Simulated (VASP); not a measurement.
# GaN (P6_3mc) in VASP: a series of runs, part 2 of 2

VASP 6.6.1. Earlier steps stand in the parts before.

### Step 3. Single point, r2SCAN (strain +0.015 along x and y, +0.000 along z)

File POSCAR:

```
GaN
1.0
    3.2276996554      0.0000000000      0.0000000000
   -1.6138498277      2.7952698973      0.0000000000
    0.0000000000      0.0000000000      5.1660000000
Ga N
2 2
Direct
    0.3333333333      0.6666666667      0.0000000000
    0.6666666667      0.3333333333      0.5000000000
    0.3333333333      0.6666666667      0.3750000000
    0.6666666667      0.3333333333      0.8750000000
```

File INCAR.step1:

```
PREC = Accurate
ENCUT = 1460
ISMEAR = 0
SIGMA = 0.05
LREAL = False
LASPH = True
NELM = 120
NBANDS = 26
GGA = PE
ALGO = Normal
EDIFF = 1E-5
LWAVE = True
LCHARG = False
GGA_COMPAT = False
```

File INCAR.step2:

```
PREC = Accurate
ENCUT = 1460
EDIFF = 1E-6
ISMEAR = 0
SIGMA = 0.05
LREAL = False
LASPH = True
NELM = 120
ALGO = Normal
ISIF = 2
LWAVE = False
LCHARG = False
METAGGA = R2SCAN
LMIXTAU = True
NBANDS = 26
ISTART = 1
GGA_COMPAT = False
```

File KPOINTS:

```
regular mesh
0
Gamma
  12 12 6
```

Potentials or basis: VASP PAW PBE potentials, release 64 (Ga_d, N_h).

On the command line:

```console
> cat potpaw_PBE.64/Ga_d/POTCAR potpaw_PBE.64/N_h/POTCAR > POTCAR
> cp INCAR.step1 INCAR
> mpirun -np 1 vasp_std > vasp.out
> cp INCAR.step2 INCAR
> mpirun -np 1 vasp_std > vasp.out
```

OUTCAR:

```text
PREC = Accurate
   ENCUT = 1460
   EDIFF = 1E-6
   ISMEAR = 0
   LREAL = False
   LASPH = True
   NELM = 120
   ISIF = 2
   METAGGA = R2SCAN
   ISTART = 1

 ion  position               nearest neighbor table
   1  0.333  0.667  0.000-   3 1.94   4 1.97   4 1.97   4 1.97
   2  0.667  0.333  0.500-   4 1.94   3 1.97   3 1.97   3 1.97
   3  0.333  0.667  0.375-   1 1.94   2 1.97   2 1.97   2 1.97
   4  0.667  0.333  0.875-   2 1.94   1 1.97   1 1.97   1 1.97

  LATTYP: Found a hexagonal cell.
 ALAT       =     3.2276996554
 C/A-ratio  =     1.6005206653

  Lattice vectors:

 A1 = (   3.2276996554,   0.0000000000,   0.0000000000)
 A2 = (  -1.6138498277,   2.7952698973,   0.0000000000)
 A3 = (   0.0000000000,   0.0000000000,   5.1660000000)

Analysis of symmetry for initial positions (statically):
=====================================================================
 Subroutine PRICEL returns:
 Original cell was already a primitive cell.

 Routine SETGRP: Setting up the symmetry group for a
 hexagonal supercell.

 Subroutine GETGRP returns: Found 12 space group operations
 (whereof  6 operations were pure point group operations)
 out of a pool of 24 trial point group operations.

The static configuration has the point symmetry C_3v.
 The point group associated with its full space group is C_6v.

Analysis of symmetry for dynamics (positions and initial velocities):
=====================================================================
 Subroutine PRICEL returns:
 Original cell was already a primitive cell.

 Routine SETGRP: Setting up the symmetry group for a
 hexagonal supercell.

 Subroutine GETGRP returns: Found 12 space group operations
 (whereof  6 operations were pure point group operations)
 out of a pool of 24 trial point group operations.

The dynamic configuration has the point symmetry C_3v.
 The point group associated with its full space group is C_6v.

 Subroutine INISYM returns: Found 12 space group operations
 (whereof  6 operations are pure point group operations),
 and found     1 'primitive' translations

----------------------------------------------------------------------------------------

                                     Primitive cell

  volume of cell :      46.6092

  direct lattice vectors                    reciprocal lattice vectors
     3.227699655  0.000000000  0.000000000     0.309818170  0.178873604  0.000000000
    -1.613849828  2.795269897  0.000000000     0.000000000  0.357747208  0.000000000
     0.000000000  0.000000000  5.166000000     0.000000000  0.000000000  0.193573364

  length of vectors
     3.227699655  3.227699655  5.166000000     0.357747208  0.357747208  0.193573364

  position of ions in fractional coordinates (direct lattice)
     0.333333333  0.666666667  0.000000000
     0.666666667  0.333333333  0.500000000
     0.333333333  0.666666667  0.375000000
     0.666666667  0.333333333  0.875000000

  ion indices of the primitive-cell ions
   primitive index   ion index
                 1           1
                 2           2
                 3           3
                 4           4

----------------------------------------------------------------------------------------

 KPOINTS: regular mesh

Automatic generation of k-mesh.
 Grid dimensions read from file:
 generate k-points for:   12   12    6

 Generating k-lattice:

  Cartesian coordinates                     Fractional coordinates (reciprocal lattice)
     0.025818181  0.014906134  0.000000000     0.083333333  0.000000000  0.000000000
     0.000000000  0.029812267  0.000000000     0.000000000  0.083333333  0.000000000
     0.000000000  0.000000000  0.032262227     0.000000000  0.000000000  0.166666667

  Length of vectors
     0.029812267  0.029812267  0.032262227

  Shift w.r.t. Gamma in fractional coordinates (k-lattice)
     0.000000000  0.000000000  0.000000000

 Subroutine IBZKPT returns following result:
 ===========================================

 Found     76 irreducible k-points:

 Following reciprocal coordinates:
            Coordinates               Weight
  0.000000  0.000000  0.000000      1.000000
  0.083333  0.000000  0.000000      6.000000
  0.166667  0.000000  0.000000      6.000000
  0.250000  0.000000  0.000000      6.000000
  0.333333  0.000000  0.000000      6.000000
  0.416667  0.000000  0.000000      6.000000
[... 16 lines left out ...]
  0.250000  0.000000  0.166667     12.000000
  0.333333  0.000000  0.166667     12.000000
 [... further k-points ...]
   k-points           NKPTS =     76   k-points in BZ     NKDIM =     76   number of bands    NBANDS=     26
   number of dos      NEDOS =    301   number of ions     NIONS =      4
   total plane-waves  NPLWV = 102400
   dimension x,y,z NGX =    40 NGY =   40 NGZ =   64
   dimension x,y,z NGXF=    80 NGYF=   80 NGZF=  128
   ions per type =               2   2
   NGX,Y,Z   is equivalent  to a cutoff of  20.60, 20.60, 20.60 a.u.
   NGXF,Y,Z  is equivalent  to a cutoff of  41.20, 41.20, 41.19 a.u.
 SYSTEM =  unknown system
   PREC   = accura    normal or accurate (medium, high low for compatibility)
   ISTART =      1    job   : 0-new  1-cont  2-samecut
   ICHARG =      0    charge: 1-file 2-atom 10-const
   ISPIN  =      1    spin polarized calculation?
   LNONCOLLINEAR =      F non collinear calculations
   LSORBIT =      F    spin-orbit coupling
   LASPH  =      T    aspherical Exc in radial PAW
   ENCUT  = 1460.0 eV 107.31 Ry   10.36 a.u.  10.06 10.06 16.09*2*pi/ulx,y,z
   NELM   =    120;   NELMIN=  2; NELMDL=  0     # of ELM steps
   EDIFF  = 0.1E-05   stopping-criterion for ELM
   LREAL  =      F    real-space projection
   EDIFFG = 0.1E-04   stopping-criterion for IOM
   NSW    =      0    number of steps for IOM
   IBRION =     -1    ionic relax: 0-MD 1-quasi-New 2-CG
   NFREE  =      0    steps in history (QN), initial steepest desc. (CG)
   ISIF   =      2    stress and relaxation
   ISYM   =      2    0-nonsym 1-usesym 2-fastsym
   POTIM  = 0.5000    time-step for ionic-motion
   TEBEG  =    0.0;   TEEND  =   0.0 temperature during run
   PSTRESS=    0.0 pullay stress
   NELECT =      36.0000    total number of electrons
   NUPDOWN=      -1.0000    fix difference up-down
   EMIN   =  10.00;   EMAX   =-10.00  energy-range for DOS
   EFERMI =   0.00;   METHOD = LEGACY
   ISMEAR =     0;   SIGMA  =   0.05  broadening in eV -4-tet -1-fermi 0-gaus
   EFERMI_NEDOS =   21; number of points for ismear=-14 and -15
   IALGO  =     38    algorithm
   IMIX   =      4    mixing-type and parameters
     AMIX     =   0.40;   BMIX     =  1.00
     AMIX_MAG =   1.60;   BMIX_MAG =  1.00
  volume/ion in A,a.u.               =      11.65        78.63
  Fermi-wavevector in a.u.,A,eV,Ry     =   1.502053  2.838468 30.696962  2.256163
  Thomas-Fermi vector in A             =   2.613344
   LORBIT       =      0    0 simple, 1 ext, 2 COOP (PROOUT), +10 PAW based schemes
   METAGGA = R2SCAN    functional components
   LHFCALC =     F    Hartree Fock is set to
   AEXX    =    0.0000 exact exchange contribution
   IVDW    =     0    specifies the selected vdW correction
   LEPSILON=     F    determine dielectric tensor
   LRPA    =     F    only Hartree local field effects (RPA)
 non-spin polarized calculation
 Gauss-broadening in eV      SIGMA  =   0.05
  energy-cutoff  :     1460.00
  volume of cell :       46.61
 maximum number of plane-waves:      5934
   NGX = 21   NGY = 21   NGZ = 33

 number of electron      36.0000001 magnetization

 Free energy of the ion-electron system (eV)
  ---------------------------------------------------
  ext. energy  EPLUGINS =         0.00000000
  ---------------------------------------------------
  free energy    TOTEN  =       -43.80401490 eV

  energy without entropy =      -43.80401490  energy(sigma->0) =      -43.80401490

 E-fermi :   5.3573     XC(G=0): -12.5112

 val. band max:        5.1206024070   @ k =   0.0000   0.0000   0.0000
 cond. band min:       7.3196345516   @ k =   0.0000   0.0000   0.0000
 fundamental gap:      2.1990321446
 Fermi energy:         5.3572789763

 k-point     1 :       0.0000    0.0000    0.0000
  band No.  band energies     occupation
      1     -11.4792      2.00000
      2     -10.5270      2.00000
      3      -8.6889      2.00000
      4      -8.6650      2.00000
      5      -8.6650      2.00000
      6      -8.5968      2.00000
[... 685 lines left out ...]
     25      17.1487      0.00000
     26      18.8768      0.00000

 [... further k-points ...]

------------------------ aborting loop because EDIFF is reached ----------------------------------------

  FORCE on cell =-STRESS in cart. coord.  units (eV):
  Direction    XX          YY          ZZ          XY          YZ          ZX
  --------------------------------------------------------------------------------------
  -------------------------------------------------------------------------------------
  Total       -1.7483357     -1.7483357      0.4623438      0.0000000     -0.0000000      0.0000000
  in kB      -60.0985704    -60.0985704     15.8929452      0.0000000     -0.0000000      0.0000000
  external PRESSURE =     -34.7680652 kB  Pullay stress =       0.0000000 kB

 VOLUME and BASIS-vectors are now :
 -----------------------------------------------------------------------------
  energy-cutoff  :     1460.00
  volume of cell :       46.61
      direct lattice vectors                 reciprocal lattice vectors
     3.227699655  0.000000000  0.000000000     0.309818170  0.178873604  0.000000000
    -1.613849828  2.795269897  0.000000000     0.000000000  0.357747208  0.000000000
     0.000000000  0.000000000  5.166000000     0.000000000  0.000000000  0.193573364

 POSITION                                       TOTAL-FORCE (eV/Angst)
 -----------------------------------------------------------------------------------
     -0.00000      1.86351      0.00000        -0.000000     -0.000000     -0.290047
      1.61385      0.93176      2.58300         0.000000     -0.000000     -0.290047
     -0.00000      1.86351      1.93725         0.000000      0.000000      0.290047
      1.61385      0.93176      4.52025         0.000000     -0.000000      0.290047
 -----------------------------------------------------------------------------------
    total drift:                               -0.000000      0.000000     -0.003580

  FREE ENERGIE OF THE ION-ELECTRON SYSTEM (eV)
  ---------------------------------------------------
  free  energy   TOTEN  =       -43.8040149048 eV

  energy  without entropy=      -43.8040149048  energy(sigma->0) =      -43.80401490
```

Wall time 10 min (1 thread of Intel Xeon 6975P-C (Granite Rapids), shared host); peak memory 0.6 GiB.

What came out:

```
Free energy            : -43.8040 eV
Pressure               : -3.5 GPa
Largest force          : 0.290 eV/Å
Band gap on the k mesh : 2.20 eV
```

Forces in eV/Å, atoms in the order of the input:
```
Ga   0.000  0.000 -0.290
Ga   0.000  0.000 -0.290
N    0.000  0.000  0.290
N    0.000  0.000  0.290
```

Stress tensor (GPa, compression positive):
```
-6.01  0.00  0.00
 0.00 -6.01  0.00
 0.00  0.00  1.59
```

Levels at points of the mesh, in eV from the valence-band top:
```
           k point  band 15  band 16  band 17  band 18  band 19  band 20  band 21  band 22
(0.00, 0.00, 0.00)    -1.11    -0.01     0.00     0.00     2.20     4.51     9.93    10.30
(0.50, 0.00, 0.00)    -4.22    -2.80    -2.20    -0.94     5.40     5.99     6.59     9.19
(0.00, 0.00, 0.50)    -0.57    -0.57    -0.57    -0.57     4.55     4.55     9.16     9.16
(0.50, 0.00, 0.50)    -1.95    -1.95    -1.85    -1.85     4.84     4.84     8.33     8.33
```

Caveat: the cell differs from its parent crystal (strain +0.015 along x and y, +0.000 along z); the stress differs along the axes, from -6 to 2 GPa; the PAW data sets were made with another functional, which shifts forces and pressure a little.
